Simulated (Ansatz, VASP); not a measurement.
# GaAs: VASP beside Ansatz

```xyz
8
Lattice="4.0010 0.0000 0.0000 0.0000 4.0010 0.0000 0.0000 0.0000 24.9020" Properties=species:S:1:pos:R:3 pbc="T T T"
As    0.0000    2.0005    7.4921
As    2.0005    0.0000   10.3348
As    0.0000    2.0005   13.1571
As    2.0005    0.0000   15.9833
Ga    2.0005    2.0005    8.8687
Ga    0.0000    0.0000   11.7154
Ga    2.0005    2.0005   14.5537
Ga    0.0000    0.0000   17.5028
```

Alike in both runs: functional PBEsol; k mesh 9 × 9 × 1; occupations gaussian, width 0.05 eV; no spin polarisation.

Ansatz relaxed the structure, and its values are those at the end. VASP's run is a single point on that final structure, the one shown.

|  | VASP | Ansatz |
| --- | --- | --- |
| version | VASP 6.6.1 | Ansatz 0.2.0 |
| potentials or method | VASP PAW PBE potentials, release 64 (As, Ga_d), cutoff 520 eV | scalar-relativistic, plane waves, PAW |
| valence electrons in the cell | 72 | 112 |

```tsv
	VASP	Ansatz	Ansatz less VASP
gap on the k mesh at the Fermi level (eV)	none	none	-
rms of the force components (eV/Å)	0.007	0.006	-0.0007
```

VASP's potentials were made for PBE, not for PBEsol. A gap of «none» marks a metal or a gap that the smearing closes. With one functional, cell and mesh, what is left measures potentials, basis and numerics. VASP's potentials hold 72 valence electrons a cell and Ansatz's 112, so a difference there can come from the potentials and not from the codes. Ansatz's warnings: xc potential rough in thin density.
